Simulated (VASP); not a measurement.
A run of VASP 6.6.1:

The input INCAR:

```
SYSTEM = WC
ALGO = Normal
EDIFF = 1E-6
EDIFFG = -0.01
ENCUT = 600
GGA = PS
IBRION = 2
ISIF = 3
ISMEAR = -1
LASPH = .True.
LCHARG = .False.
LDAU = .True.
LDAUJ = 0 0
LDAUL = 2 -1
LDAUPRINT = 1
LDAUTYPE = 2
LDAUU = 1 0
LMAXMIX = 4
LREAL = .False.
LWAVE = .False.
NELM = 150
NSW = 60
PREC = Accurate
SIGMA = 0.05
```

File KPOINTS:

```
k-points
0
Gamma
  10 10 10
  0 0 0
```

POSCAR

```
WC
1.0
    0.0000000000      2.1926840000      2.1926840000
    2.1926840000      0.0000000000      2.1926840000
    2.1926840000      2.1926840000      0.0000000000
W C
1 1
Direct
    0.0000000000      0.0000000000      0.0000000000
    0.5000000000      0.5000000000      0.5000000000
```

Potentials or basis: VASP PAW PBE potentials, release 64 (W_sv, C).

Command:

```bash
$ cat potpaw_PBE.64/W_sv/POTCAR potpaw_PBE.64/C/POTCAR > POTCAR
$ mpirun -np 1 vasp_std > vasp.out
```

Hardware: 1 thread of Intel(R) Xeon(R) Platinum 8488C (Sapphire Rapids), with other jobs on the host.

Estimate the wall time of this run.

Run time: 30 s on 1 thread of Intel(R) Xeon(R) Platinum 8488C (Sapphire Rapids) (shared host), peak memory 0.18 GiB. Counts: scf iterations 27, k points 47, ion steps 3.
